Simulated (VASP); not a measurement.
Input of a VASP 6.6.1 run:

File INCAR:

```
ALGO = Normal
EDIFF = 1E-7
ENCUT = 520
GGA = PE
ISIF = 2
ISMEAR = -1
LASPH = T
LCHARG = F
LREAL = F
LWAVE = F
NBANDS = 12
NELM = 60
PREC = Accurate
SIGMA = 0.1
```

The input KPOINTS:

```
k-points
0
Gamma
  16 16 9
```

File POSCAR:

```
As
1.0
    2.8262661888      0.0000000000      0.0000000000
   -1.4131330944      2.4476183173      0.0000000000
    0.0000000000      0.0000000000      4.4262701115
As
2
Direct
    0.3333333333      0.6666666667      0.2500000000
    0.6666666667      0.3333333333      0.7500000000
```

Potentials or basis: VASP PAW PBE potentials, release 64 (As).

The run is started by

```console
$ cat potpaw_PBE.64/As/POTCAR > POTCAR
$ mpirun -np 1 vasp_std > vasp.out
```

**Question.** Estimate the band gap on the k mesh.

**Answer.** Zero (band 5 reaches 14.89 eV, above the bottom of band 6 at 5.01 eV).

**Question.** What does it give for the pressure?

**Answer.** 30.5 GPa.
